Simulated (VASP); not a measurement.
# C in VASP: a series of runs

The runs below take C through single point, with r2SCAN.

Program: VASP 6.6.1. These are calculated values, not measurements. Logs are shortened: lines on timing, memory, paths and dates and some standing lists are left out, and cuts for length are marked.

## 1. The cell of the first run

It takes space group Fd-3m (No. 227, cubic). Conventional cell: a = 3.674 Å, b = 3.674 Å, c = 3.674 Å, α = 90.00°, β = 90.00°, γ = 90.00°. C (site symmetry -43m) has 4 C at 1.59 Å within 2.1 Å.

## 2. Single point, r2SCAN (strain +0.030 along x and y, +0.030 along z)

POSCAR reads:

```
C
1.0
    0.0000000000      1.8369020000      1.8369020000
    1.8369020000      0.0000000000      1.8369020000
    1.8369020000      1.8369020000      0.0000000000
C
2
Direct
    0.5000000000      0.5000000000      0.5000000000
    0.7500000000      0.7500000000      0.7500000000
```

INCAR.step1 reads:

```
  PREC = Accurate
  ENCUT = 520
  ISMEAR = 0
  SIGMA = 0.05
  LREAL = F
  LASPH = T
  NELM = 60
  NBANDS = 11
  GGA = PE
  ALGO = Normal
  EDIFF = 1E-4
  LWAVE = T
  LCHARG = F
```

INCAR.step2 reads:

```
  PREC = Accurate
  ENCUT = 520
  EDIFF = 1E-6
  ISMEAR = 0
  SIGMA = 0.05
  LREAL = F
  LASPH = T
  NELM = 60
  ALGO = Normal
  ISIF = 2
  LWAVE = F
  LCHARG = F
  METAGGA = R2SCAN
  LMIXTAU = T
  NBANDS = 11
  ISTART = 1
```

KPOINTS reads:

```
regular mesh
0
Gamma
  12 12 12
```

Potentials or basis: VASP PAW PBE potentials, release 64 (C).

Run with:

```console
$ cat potpaw_PBE.64/C/POTCAR > POTCAR
$ cp INCAR.step1 INCAR
$ mpirun -np 1 vasp_std > vasp.out
$ cp INCAR.step2 INCAR
$ mpirun -np 1 vasp_std > vasp.out
```

OUTCAR:

```text
PREC = Accurate
   ENCUT = 520
   EDIFF = 1E-6
   ISMEAR = 0
   LREAL = F
   LASPH = T
   NELM = 60
   ISIF = 2
   METAGGA = R2SCAN
   ISTART = 1

 ion  position               nearest neighbor table
   1  0.500  0.500  0.500-   2 1.59   2 1.59   2 1.59   2 1.59
   2  0.750  0.750  0.750-   1 1.59   1 1.59   1 1.59   1 1.59

  LATTYP: Found a face centered cubic cell.
 ALAT       =     3.6738040000

  Lattice vectors:

 A1 = (   0.0000000000,   1.8369020000,   1.8369020000)
 A2 = (   1.8369020000,   0.0000000000,   1.8369020000)
 A3 = (   1.8369020000,   1.8369020000,   0.0000000000)

Analysis of symmetry for initial positions (statically):
=====================================================================
 Subroutine PRICEL returns:
 Original cell was already a primitive cell.

 Routine SETGRP: Setting up the symmetry group for a
 face centered cubic supercell.

 Subroutine GETGRP returns: Found 48 space group operations
 (whereof 24 operations were pure point group operations)
 out of a pool of 48 trial point group operations.

The static configuration has the point symmetry T_d .
 The point group associated with its full space group is O_h .

Analysis of symmetry for dynamics (positions and initial velocities):
=====================================================================
 Subroutine PRICEL returns:
 Original cell was already a primitive cell.

 Routine SETGRP: Setting up the symmetry group for a
 face centered cubic supercell.

 Subroutine GETGRP returns: Found 48 space group operations
 (whereof 24 operations were pure point group operations)
 out of a pool of 48 trial point group operations.

The dynamic configuration has the point symmetry T_d .
 The point group associated with its full space group is O_h .

 Subroutine INISYM returns: Found 48 space group operations
 (whereof 24 operations are pure point group operations),
 and found     1 'primitive' translations

----------------------------------------------------------------------------------------

                                     Primitive cell

  volume of cell :      12.3962

  direct lattice vectors                    reciprocal lattice vectors
     0.000000000  1.836902000  1.836902000    -0.272197428  0.272197428  0.272197428
     1.836902000  0.000000000  1.836902000     0.272197428 -0.272197428  0.272197428
     1.836902000  1.836902000  0.000000000     0.272197428  0.272197428 -0.272197428

  length of vectors
     2.597771721  2.597771721  2.597771721     0.471459775  0.471459775  0.471459775

[... 83 lines left out ...]
   NSW    =      0    number of steps for IOM
   IBRION =     -1    ionic relax: 0-MD 1-quasi-New 2-CG
   NFREE  =      0    steps in history (QN), initial steepest desc. (CG)
   ISIF   =      2    stress and relaxation
   ISYM   =      2    0-nonsym 1-usesym 2-fastsym
   POTIM  = 0.5000    time-step for ionic-motion
   TEBEG  =    0.0;   TEEND  =   0.0 temperature during run
   PSTRESS=    0.0 pullay stress
   NELECT =       8.0000    total number of electrons
   NUPDOWN=      -1.0000    fix difference up-down
   EMIN   =  10.00;   EMAX   =-10.00  energy-range for DOS
   EFERMI =   0.00;   METHOD = LEGACY
   ISMEAR =     0;   SIGMA  =   0.05  broadening in eV -4-tet -1-fermi 0-gaus
   EFERMI_NEDOS =   21; number of points for ismear=-14 and -15
   IALGO  =     38    algorithm
   IMIX   =      4    mixing-type and parameters
     AMIX     =   0.40;   BMIX     =  1.00
     AMIX_MAG =   1.60;   BMIX_MAG =  1.00
  volume/ion in A,a.u.               =       6.20        41.83
  Fermi-wavevector in a.u.,A,eV,Ry     =   1.414736  2.673464 27.231774  2.001479
  Thomas-Fermi vector in A             =   2.536248
   LORBIT       =      0    0 simple, 1 ext, 2 COOP (PROOUT), +10 PAW based schemes
   METAGGA = R2SCAN    functional components
   LHFCALC =     F    Hartree Fock is set to
   AEXX    =    0.0000 exact exchange contribution
   IVDW    =     0    specifies the selected vdW correction
   LEPSILON=     F    determine dielectric tensor
   LRPA    =     F    only Hartree local field effects (RPA)
 non-spin polarized calculation
 Gauss-broadening in eV      SIGMA  =   0.05
  energy-cutoff  :      520.00
  volume of cell :       12.40
 maximum number of plane-waves:       347
   NGX =  9   NGY =  9   NGZ =  9

 number of electron       8.0000002 magnetization

 Free energy of the ion-electron system (eV)
  ---------------------------------------------------
  ext. energy  EPLUGINS =         0.00000000
  ---------------------------------------------------
  free energy    TOTEN  =       -19.53233370 eV

  energy without entropy =      -19.53233370  energy(sigma->0) =      -19.53233370

 E-fermi :   8.7149     XC(G=0): -13.7769

 val. band max:        8.4654617813   @ k =   0.0000   0.0000   0.0000
 cond. band min:      12.6033321283   @ k =   0.3333   0.3333   0.0000
 fundamental gap:      4.1378703470
 Fermi energy:         8.7149423751

 k-point     1 :       0.0000    0.0000    0.0000
  band No.  band energies     occupation
      1     -13.0395      2.00000
      2       8.4655      2.00000
      3       8.4655      2.00000
      4       8.4655      2.00000
      5      14.0572      0.00000
      6      14.0572      0.00000
      7      14.0573      0.00000
      8      20.2193      0.00000
      9      27.6784      0.00000
     10      34.8935      0.00000
     11      34.8935      0.00000
[... 309 lines left out ...]
 k-point    24 :      -0.4167    0.1667    0.0000
  band No.  band energies     occupation
      1      -7.1412      2.00000
      2      -3.8647      2.00000
      3       3.0260      2.00000
      4       4.9675      2.00000
      5      15.9308      0.00000
      6      18.6504      0.00000
      7      19.0570      0.00000
      8      23.7480      0.00000
      9      27.9931      0.00000
     10      32.7371      0.00000
     11      32.7724      0.00000

 [... further k-points ...]
[... 5 lines left out ...]
  --------------------------------------------------------------------------------------
  -------------------------------------------------------------------------------------
  Total       -2.6973533     -2.6973533     -2.6973533     -0.0000000      0.0000000      0.0000000
  in kB     -348.6265528   -348.6265528   -348.6265528     -0.0000000      0.0000000      0.0000000
  external PRESSURE =    -348.6265528 kB  Pullay stress =       0.0000000 kB

 VOLUME and BASIS-vectors are now :
 -----------------------------------------------------------------------------
  energy-cutoff  :      520.00
  volume of cell :       12.40
      direct lattice vectors                 reciprocal lattice vectors
     0.000000000  1.836902000  1.836902000    -0.272197428  0.272197428  0.272197428
     1.836902000  0.000000000  1.836902000     0.272197428 -0.272197428  0.272197428
     1.836902000  1.836902000  0.000000000     0.272197428  0.272197428 -0.272197428

 POSITION                                       TOTAL-FORCE (eV/Angst)
 -----------------------------------------------------------------------------------
      1.83690      1.83690      1.83690        -0.000000     -0.000000     -0.000000
      2.75535      2.75535      2.75535         0.000000      0.000000      0.000000
 -----------------------------------------------------------------------------------
    total drift:                                0.000000     -0.000000      0.000000

  FREE ENERGIE OF THE ION-ELECTRON SYSTEM (eV)
  ---------------------------------------------------
  free  energy   TOTEN  =       -19.5323336988 eV

  energy  without entropy=      -19.5323336988  energy(sigma->0) =      -19.53233370
```

OSZICAR.step1:

```text
N       E                     dE             d eps       ncg     rms          rms(c)
DAV:   1     0.140681940729E+01    0.14068E+01   -0.45980E+03  1616   0.689E+02
DAV:   2    -0.181475871294E+02   -0.19554E+02   -0.18934E+02  2117   0.126E+02
DAV:   3    -0.185641473086E+02   -0.41656E+00   -0.41542E+00  1857   0.140E+01
DAV:   4    -0.185649483807E+02   -0.80107E-03   -0.80105E-03  1729   0.775E-01
DAV:   5    -0.185649494403E+02   -0.10596E-05   -0.10595E-05  1759   0.267E-02    0.494E+00
DAV:   6    -0.182049039350E+02    0.36005E+00   -0.18851E-01  1632   0.300E+00    0.295E+00
DAV:   7    -0.180835869986E+02    0.12132E+00   -0.23837E-01  1683   0.341E+00    0.623E-01
DAV:   8    -0.180851796098E+02   -0.15926E-02   -0.70465E-03  1641   0.611E-01    0.409E-02
DAV:   9    -0.180852285243E+02   -0.48914E-04   -0.63596E-05  1768   0.641E-02
   1 F= -.18085229E+02 E0= -.18085229E+02  d E =-.649051E-27
```

It took 1.7 min on 1 thread of AMD EPYC 7R13, shared host; peak memory 0.09 GiB.

Results:

```yaml
Free_energy: -19.5323 eV
Pressure: -34.9 GPa
Band_gap_on_the_k_mesh: 4.14 eV, indirect (least direct gap 5.59 eV)
```

Levels at points of the mesh, in eV from the valence-band top:
| k point | band 1 | band 2 | band 3 | band 4 | band 5 | band 6 | band 7 | band 8 |
| --- | --- | --- | --- | --- | --- | --- | --- | --- |
| (0.00, 0.00, 0.00) | -21.51 | 0.00 | 0.00 | 0.00 | 5.59 | 5.59 | 5.59 | 11.75 |
| (0.50, 0.00, 0.00) | -16.06 | -13.08 | -2.74 | -2.74 | 7.91 | 8.50 | 8.50 | 15.81 |
| (0.50, 0.50, 0.00) | -12.97 | -12.97 | -6.12 | -6.12 | 4.80 | 4.80 | 16.51 | 16.51 |

Caveat: the cell differs from its parent crystal (strain +0.030 along x and y, +0.030 along z); the PAW data sets were made with another functional, which shifts forces and pressure a little.

## 3. Single point, r2SCAN (strain -0.030 along x and y, -0.015 along z)

POSCAR reads:

```
C
1.0
    0.0000000000      1.7298980000      1.7566490000
    1.7298980000      0.0000000000      1.7566490000
    1.7298980000      1.7298980000      0.0000000000
C
2
Direct
    0.5000000000      0.5000000000      0.5000000000
    0.7500000000      0.7500000000      0.7500000000
```

INCAR.step1 reads:

```
  ALGO = Normal
  EDIFF = 1E-4
  ENCUT = 520
  GGA = PE
  ISMEAR = 0
  LASPH = True
  LCHARG = False
  LREAL = False
  LWAVE = True
  NBANDS = 11
  NELM = 100
  PREC = Accurate
  SIGMA = 0.05
```

INCAR.step2 reads:

```
  ALGO = Normal
  EDIFF = 1E-6
  ENCUT = 520
  ISIF = 2
  ISMEAR = 0
  ISTART = 1
  LASPH = True
  LCHARG = False
  LMIXTAU = True
  LREAL = False
  LWAVE = False
  METAGGA = R2SCAN
  NBANDS = 11
  NELM = 100
  PREC = Accurate
  SIGMA = 0.05
```

KPOINTS reads:

```
k-points
0
Gamma
  12 12 12
```

Potentials or basis: VASP PAW PBE potentials, release 64 (C).

Run with:

```console
$ cat potpaw_PBE.64/C/POTCAR > POTCAR
$ cp INCAR.step1 INCAR
$ mpirun -np 1 vasp_std > vasp.out
$ cp INCAR.step2 INCAR
$ mpirun -np 1 vasp_std > vasp.out
```

It took 3 min on 1 thread of AMD EPYC 7R13, shared host; peak memory 0.09 GiB.

It converged, with:

| Quantity | Value |
| --- | --- |
| Free energy | -19.5618 eV |
| Pressure | 37.6 GPa |
| Band gap on the k mesh | 4.31 eV, indirect (least direct gap 5.89 eV) |

Stress tensor (GPa, compression positive):
```
43.15  0.00  0.00
 0.00 43.15  0.00
 0.00  0.00 26.49
```

Levels at points of the mesh, in eV from the valence-band top:
```tsv
k point	band 2	band 3	band 4	band 5	band 6	band 7
(0.00, 0.00, 0.00)	-0.26	0.00	0.00	5.89	5.89	6.10
(0.50, 0.00, 0.00)	-15.02	-3.43	-3.12	8.94	9.19	10.22
(0.50, 0.50, 0.00)	-14.42	-7.07	-7.07	5.35	5.35	18.97
(0.50, 0.00, 0.50)	-14.16	-7.32	-7.32	4.95	4.95	19.04
```

Caveat: the cell differs from its parent crystal (strain -0.030 along x and y, -0.015 along z); the PAW data sets were made with another functional, which shifts forces and pressure a little. A k mesh can miss the band edges.

## 4. Single point, r2SCAN (strain -0.030 along x and y, +0.000 along z)

POSCAR reads:

```
C
1.0
    0.0000000000      1.7298980000      1.7834000000
    1.7298980000      0.0000000000      1.7834000000
    1.7298980000      1.7298980000      0.0000000000
C
2
Direct
    0.5000000000      0.5000000000      0.5000000000
    0.7500000000      0.7500000000      0.7500000000
```

INCAR.step1 reads:

```
SYSTEM = C
PREC = Accurate
ENCUT = 520
ISMEAR = 0
SIGMA = 0.05
LREAL = .False.
LASPH = .True.
NELM = 80
NBANDS = 11
GGA = PE
ALGO = Normal
EDIFF = 1E-4
LWAVE = .True.
LCHARG = .False.
```

INCAR.step2 reads:

```
SYSTEM = C
PREC = Accurate
ENCUT = 520
EDIFF = 1E-6
ISMEAR = 0
SIGMA = 0.05
LREAL = .False.
LASPH = .True.
NELM = 80
ALGO = Normal
ISIF = 2
LWAVE = .False.
LCHARG = .False.
METAGGA = R2SCAN
LMIXTAU = .True.
NBANDS = 11
ISTART = 1
```

KPOINTS reads:

```
regular mesh
0
Gamma
  12 12 12
  0 0 0
```

Run with:

```console
$ cat potpaw_PBE.64/C/POTCAR > POTCAR
$ cp INCAR.step1 INCAR
$ mpirun -np 1 vasp_std > vasp.out
$ cp INCAR.step2 INCAR
$ mpirun -np 1 vasp_std > vasp.out
```

Wall time 2.6 min (1 thread of AMD EPYC 7R13, shared host); peak memory 0.09 GiB.

Results (log left out):

```
Free energy            : -19.5789 eV
Pressure               : 29.0 GPa
Band gap on the k mesh : 4.07 eV, indirect (least direct gap 5.70 eV)
```

Stress tensor (GPa, compression positive):
```
40.05  0.00  0.00
 0.00 40.05  0.00
 0.00  0.00  6.99
```

Levels at points of the mesh, in eV from the valence-band top:
```tsv
k point	band 1	band 2	band 3	band 4	band 5	band 6	band 7	band 8	band 9
(0.00, 0.00, 0.00)	-23.73	-0.52	0.00	0.00	5.70	5.70	6.12	15.12	21.09
(0.50, 0.00, 0.00)	-17.41	-14.92	-3.63	-3.01	8.51	9.11	10.13	17.13	23.96
(0.50, 0.50, 0.00)	-14.55	-14.55	-6.89	-6.89	5.49	5.49	18.56	18.56	25.34
(0.50, 0.00, 0.50)	-14.04	-14.04	-7.38	-7.38	4.71	4.71	18.69	18.69	25.78
```

Caveat: the cell differs from its parent crystal (strain -0.030 along x and y, +0.000 along z); the PAW data sets were made with another functional, which shifts forces and pressure a little. A k mesh can miss the band edges.

## 5. Single point, r2SCAN (strain -0.030 along x and y, +0.015 along z)

POSCAR reads:

```
C
1.0
    0.0000000000      1.7298980000      1.8101510000
    1.7298980000      0.0000000000      1.8101510000
    1.7298980000      1.7298980000      0.0000000000
C
2
Direct
    0.5000000000      0.5000000000      0.5000000000
    0.7500000000      0.7500000000      0.7500000000
```

INCAR.step1 reads:

```
SYSTEM = C
PREC = Accurate ; ENCUT = 520
ISMEAR = 0 ; SIGMA = 0.05
LREAL = .FALSE. ; LASPH = .TRUE.
NELM = 100 ; NBANDS = 11
GGA = PE ; ALGO = Normal
EDIFF = 1E-4 ; LWAVE = .TRUE.
LCHARG = .FALSE.
```

INCAR.step2 reads:

```
SYSTEM = C
PREC = Accurate ; ENCUT = 520
EDIFF = 1E-6 ; ISMEAR = 0
SIGMA = 0.05 ; LREAL = .FALSE.
LASPH = .TRUE. ; NELM = 100
ALGO = Normal ; ISIF = 2
LWAVE = .FALSE. ; LCHARG = .FALSE.
METAGGA = R2SCAN ; LMIXTAU = .TRUE.
NBANDS = 11 ; ISTART = 1
```

KPOINTS reads:

```
regular mesh
0
G
  12 12 12
  0 0 0
```

Run with:

```console
$ cat potpaw_PBE.64/C/POTCAR > POTCAR
$ cp INCAR.step1 INCAR
$ mpirun -np 1 vasp_std > vasp.out
$ cp INCAR.step2 INCAR
$ mpirun -np 1 vasp_std > vasp.out
```

Run time: 3.1 min. Hardware: 1 thread of AMD EPYC 7R13, shared host; peak memory 0.1 GiB.

It converged, with:

```
Free energy            : -19.5768 eV
Pressure               : 21.0 GPa
Band gap on the k mesh : 3.83 eV, indirect (least direct gap 5.52 eV)
```

Stress tensor (GPa, compression positive):
```
 37.42   0.00   0.00
  0.00  37.42   0.00
  0.00   0.00 -11.73
```

Levels at points of the mesh, in eV from the valence-band top:
| k point | band 1 | band 2 | band 3 | band 4 | band 5 | band 6 | band 7 | band 8 |
| --- | --- | --- | --- | --- | --- | --- | --- | --- |
| (0.00, 0.00, 0.00) | -23.60 | -0.78 | 0.00 | 0.00 | 5.52 | 5.52 | 6.14 | 14.63 |
| (0.50, 0.00, 0.00) | -17.37 | -14.83 | -3.82 | -2.90 | 8.02 | 9.02 | 10.10 | 16.91 |
| (0.50, 0.50, 0.00) | -14.68 | -14.68 | -6.72 | -6.72 | 5.62 | 5.62 | 18.16 | 18.16 |
| (0.50, 0.00, 0.50) | -13.93 | -13.93 | -7.44 | -7.44 | 4.48 | 4.48 | 18.32 | 18.32 |

Caveat: the cell differs from its parent crystal (strain -0.030 along x and y, +0.015 along z); the PAW data sets were made with another functional, which shifts forces and pressure a little.

## 6. Single point, r2SCAN (strain -0.015 along x and y, -0.030 along z)

POSCAR reads:

```
C
1.0
    0.0000000000      1.7566490000      1.7298980000
    1.7566490000      0.0000000000      1.7298980000
    1.7566490000      1.7566490000      0.0000000000
C
2
Direct
    0.5000000000      0.5000000000      0.5000000000
    0.7500000000      0.7500000000      0.7500000000
```

INCAR.step1 reads:

```
ALGO = Normal
EDIFF = 1E-4
ENCUT = 520
GGA = PE
ISMEAR = 0
LASPH = True
LCHARG = False
LREAL = False
LWAVE = True
NBANDS = 11
NELM = 60
PREC = Accurate
SIGMA = 0.05
```

INCAR.step2 reads:

```
ALGO = Normal
EDIFF = 1E-6
ENCUT = 520
ISIF = 2
ISMEAR = 0
ISTART = 1
LASPH = True
LCHARG = False
LMIXTAU = True
LREAL = False
LWAVE = False
METAGGA = R2SCAN
NBANDS = 11
NELM = 60
PREC = Accurate
SIGMA = 0.05
```

KPOINTS reads:

```
k-points
0
Gamma
  12 12 12
```

Potentials or basis: VASP PAW PBE potentials, release 64 (C).

Run with:

```console
$ cat potpaw_PBE.64/C/POTCAR > POTCAR
$ cp INCAR.step1 INCAR
$ mpirun -np 1 vasp_std > vasp.out
$ cp INCAR.step2 INCAR
$ mpirun -np 1 vasp_std > vasp.out
```

It took 2.8 min on 1 thread of AMD EPYC 7R13, shared host; peak memory 0.09 GiB.

It converged, with:

| Item | Value |
| --- | --- |
| Free energy | -19.5960 eV |
| Pressure | 28.9 GPa |
| Band gap on the k mesh | 4.06 eV, indirect (least direct gap 5.70 eV) |

Stress tensor (GPa, compression positive):
```
23.60  0.00  0.00
 0.00 23.60  0.00
 0.00  0.00 39.47
```

Levels at points of the mesh, in eV from the valence-band top:
| k point | band 2 | band 3 | band 4 | band 5 | band 6 | band 7 |
| --- | --- | --- | --- | --- | --- | --- |
| (0.00, 0.00, 0.00) | -0.25 | -0.25 | 0.00 | 5.70 | 5.91 | 5.91 |
| (0.50, 0.00, 0.00) | -14.92 | -3.46 | -3.16 | 8.89 | 8.93 | 9.94 |
| (0.50, 0.50, 0.00) | -14.03 | -7.38 | -7.38 | 4.71 | 4.71 | 18.75 |
| (0.50, 0.00, 0.50) | -14.29 | -7.13 | -7.13 | 5.10 | 5.10 | 18.65 |

Caveat: the cell differs from its parent crystal (strain -0.015 along x and y, -0.030 along z); the PAW data sets were made with another functional, which shifts forces and pressure a little. A k mesh can miss the band edges.

## 7. Overview

```tsv
cell	gap on the mesh (eV)	pressure (GPa)
a = 2.598 Å, angles 60.0°, 2 atoms	4.14	-34.9
a = 2.465, b = 2.465, c = 2.446 Å, angles 60.3, 60.3, 59.5°, 2 atoms	4.31	37.6
a = 2.485, b = 2.485, c = 2.446 Å, angles 60.5, 60.5, 59.0°, 2 atoms	4.07	29.0
a = 2.504, b = 2.504, c = 2.446 Å, angles 60.8, 60.8, 58.5°, 2 atoms	3.83	21.0
a = 2.465, b = 2.465, c = 2.484 Å, angles 59.7, 59.7, 60.5°, 2 atoms	4.06	28.9
```

Alike in all rows: task single point; level r2SCAN; potentials or basis VASP PAW PBE potentials, release 64 (C); no spin polarisation; k mesh 12 × 12 × 12; cutoff (eV) 520; smearing gaussian 0.05 eV.

Caveats: the PAW data sets were made with another functional, which shifts forces and pressure a little.

Total energies depend on the potentials used, so only differences within one code and one set of settings carry meaning.
